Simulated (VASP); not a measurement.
Here is a VASP 6.6.1 calculation.

INCAR

```
PREC = Accurate
ENCUT = 400
EDIFF = 1E-6
ISMEAR = 0
SIGMA = 0.05
LREAL = F
LASPH = T
NELM = 120
ALGO = Normal
ISIF = 2
LWAVE = F
LCHARG = F
LDIPOL = T
IDIPOL = 3
DIPOL = 0.5 0.5 0.412
GGA = PE
IVDW = 12
NBANDS = 60
GGA_COMPAT = F
NELMDL = -8
```

The input KPOINTS:

```
Automatic mesh
0
Gamma
  3 3 1
```

File POSCAR:

```
ZrS2
1.0
    7.2700394428      0.0000000000      0.0000000000
   -3.6350197214      6.2960388440      0.0000000000
    0.0000000000      0.0000000000     22.9537087560
S Zr
8 4
Direct
    0.3333333333      0.1666666667      0.3485275554
    0.3333333333      0.6666666667      0.3485275554
    0.8333333333      0.1666666667      0.3485275554
    0.8333333333      0.6666666667      0.3485275554
    0.1666649820      0.3334528774      0.4757743957
    0.1660690700      0.8333265362      0.4760715793
    0.6672212892      0.3339414727      0.4760487045
    0.6666977306      0.8327749443      0.4761208125
   -0.0005923057     -0.0008689051      0.4121231142
   -0.0003457229      0.5005640002      0.4121010836
    0.5000690029     -0.0000055631      0.4128958197
    0.5009723022      0.5005271721      0.4121078203
```

Potentials or basis: VASP PAW PBE potentials, release 64 (S, Zr_sv).

Run with:

```bash
$ cat potpaw_PBE.64/S/POTCAR potpaw_PBE.64/Zr_sv/POTCAR > POTCAR
$ mpirun -np 1 vasp_std > vasp.out
```

Question: Predict the dispersion energy per atom.

Answer: -0.247 eV.

Question: Predict the largest force.

Answer: 0.156 eV/Å.

Question: What does it give for the band gap on the k mesh?

Answer: 1.05 eV.

Forces on the atoms (eV/Å):
```
S    0.030 -0.021  0.015
S    0.003  0.040  0.007
S   -0.034 -0.017  0.008
S   -0.002  0.004 -0.086
S    0.002 -0.003  0.012
S    0.013 -0.004  0.035
S   -0.010 -0.009  0.039
S   -0.003  0.014  0.032
Zr   0.012  0.153  0.010
Zr   0.128 -0.075  0.014
Zr  -0.011  0.005 -0.096
Zr  -0.130 -0.086  0.010
```
